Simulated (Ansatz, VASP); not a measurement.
## Br in VASP and in Ansatz

The input INCAR:

```
SYSTEM = Br
PREC     = Accurate       ! precision mode
ENCUT    = 520            ! plane-wave cutoff, eV
EDIFF    = 1E-6           ! SCF threshold, eV
ISMEAR   = 0              ! smearing method
SIGMA    = 0.1            ! smearing width, eV
LREAL    = .False.        ! projectors in reciprocal space
LASPH    = .True.         ! aspherical terms in the spheres
NELM     = 80             ! most SCF steps
ALGO     = Normal         ! electronic algorithm
ISIF     = 2              ! what is computed and relaxed
LWAVE    = .False.        ! write WAVECAR
LCHARG   = .False.        ! write CHGCAR
GGA      = PS             ! functional
NBANDS   = 14             ! bands
```

KPOINTS

```
Automatic mesh
0
Gamma
  6 6 6
  0 0 0
```

File POSCAR:

```
Br
1.0
   -3.1004169153      3.1004169153      1.6913346593
    3.1004169153     -3.1004169153      1.6913346593
    3.1004169153      3.1004169153     -1.6913346593
Br
2
Direct
    0.0000000000      0.0000000000      0.0000000000
    0.7500000000      0.2500000000      0.5000000000
```

Input for Ansatz:

```yaml
crystal:
  lattice:
    - [-3.1004169153, 3.1004169153, 1.6913346593]
    - [3.1004169153, -3.1004169153, 1.6913346593]
    - [3.1004169153, 3.1004169153, -1.6913346593]
  atoms:
    - { symbol: Br, position: [0.0, 0.0, 0.0] }
    - { symbol: Br, position: [0.75, 0.25, 0.5] }
basis:
  ecutwfc: 420
kpoints:
  mp_grid: { grid: [6, 6, 6] }
hamiltonian:
  xc: pbesol
scf:
  occupations: { method: gaussian, width: 0.1 }
  lower_state_search: "off"
output:
  forces: true
  stress: true
  eigenvalues: true
```

Alike in both runs: task single point; functional PBEsol; k mesh 6 × 6 × 6; occupations gaussian, width 0.1 eV; no spin polarisation.

|  | VASP | Ansatz |
| --- | --- | --- |
| version | VASP 6.6.1 | Ansatz 0.2.0 |
| potentials or method | VASP PAW PBE potentials, release 64 (Br), cutoff 520 eV | scalar-relativistic, plane waves, PAW |
| valence electrons in the cell | 14 | 14 |

|  | VASP | Ansatz | Ansatz less VASP |
| --- | --- | --- | --- |
| gap on the k mesh at the Fermi level (eV) | none | none | - |
| pressure (GPa) | -3.9 | -3.9 | -0.01 |
| traceless stress, the component that is largest in VASP (GPa) | -0.61 | -0.61 | 0.000 |

VASP's potentials were made for PBE, not for PBEsol. A gap of «none» marks a metal or a gap that the smearing closes.
